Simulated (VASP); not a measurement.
## BiTe: single point with PBEsol

Crystal: BiTe.

```xyz
4
Lattice="3.3410 3.3410 0.0000 -3.3410 3.3410 0.0000 0.0000 0.0000 6.6821" Properties=species:S:1:pos:R:3 pbc="T T T"
Bi    0.0000    0.0000    0.0000
Bi    0.0000    3.3410    3.3410
Te    0.0000    3.3410    0.0000
Te    0.0000    0.0000    3.3410
```

This cell differs from its parent crystal: equal strain along all axes, cell held: +4.5 %.

```
Program             : VASP 6.6.1
Task                : single point
Functional          : PBEsol
Potentials or basis : VASP PAW PBE potentials, release 64 (Bi_d, Te)
Cutoff              : 520 eV
k mesh              : 12 × 12 × 8
Occupations         : gaussian, width 0.1 eV
Spin                : no spin polarisation
```

```
Pressure               : -5.3 GPa
Band gap on the k mesh : zero (bands 21 and 22 overlap by 3.46 eV)
```

Levels at points of the mesh, in eV from the Fermi level:
| k point | band 17 | band 18 | band 19 | band 20 | band 21 | band 22 | band 23 | band 24 | band 25 | band 26 |
| --- | --- | --- | --- | --- | --- | --- | --- | --- | --- | --- |
| (0.00, 0.00, 0.00) | -3.56 | -2.26 | -2.26 | -2.26 | 1.96 | 1.96 | 1.96 | 2.53 | 3.17 | 3.17 |
| (0.50, 0.00, 0.00) | -1.94 | -1.94 | -1.92 | -1.92 | -0.09 | -0.09 | -0.04 | -0.04 | 2.89 | 2.89 |
| (0.50, 0.50, 0.00) | -3.56 | -3.56 | -3.56 | -3.56 | 2.53 | 2.53 | 3.17 | 3.17 | 3.17 | 3.17 |
| (0.00, 0.00, 0.50) | -2.99 | -2.99 | -2.47 | -2.47 | 0.65 | 0.65 | 2.45 | 2.45 | 2.45 | 2.45 |
| (0.50, 0.00, 0.50) | -1.69 | -1.69 | -1.59 | -1.59 | -0.80 | -0.80 | -0.48 | -0.48 | -0.48 | -0.48 |
| (0.50, 0.50, 0.50) | -4.41 | -4.41 | -1.46 | -1.46 | -0.23 | -0.23 | 3.55 | 3.55 | 3.55 | 3.55 |

It took 14 min on 1 thread of Intel Xeon 8259CL (shared host), peak memory 0.59 GiB.

Caveat: the cell differs from its parent crystal (equal strain along all axes, cell held: +4.5 %); the cell stands under tension; the PAW data sets were made with another functional, which shifts forces and pressure a little; spin-orbit coupling is left out, which moves the levels of the heavy elements.
